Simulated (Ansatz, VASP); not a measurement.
**Al in VASP and in Ansatz**

```
CELL_PARAMETERS angstrom
-1.41220 1.41220 2.14846
1.41220 -1.41220 2.14846
1.41220 1.41220 -2.14846
ATOMIC_POSITIONS crystal
Al 0.00000 0.00000 0.00000
```

Alike in both runs: task single point; functional PBE; k mesh 8 × 8 × 8; occupations gaussian, width 0.1 eV; no spin polarisation.

|  | VASP | Ansatz |
| --- | --- | --- |
| version | VASP 6.6.1 | Ansatz 0.2.0 |
| potentials or method | VASP PAW PBE potentials, release 64 (Al), cutoff 500 eV | scalar-relativistic, plane waves, PAW |
| valence electrons in the cell | 3 | 3 |

Ansatz gave:

| Property | Result |
| --- | --- |
| gap on the k mesh at the Fermi level (eV) | none |
| pressure (GPa) | -2.7 |
| traceless stress, the component that is largest in VASP (GPa) | -2.01 |

Q: Which values does VASP return?

A: gap on the k mesh at the Fermi level (eV): none; pressure (GPa): -2.8; traceless stress, the component that is largest in VASP (GPa): -2.00.

A gap of «none» marks a metal or a gap that the smearing closes.

The k mesh is coarse, so the values compare programs but aren't converged.
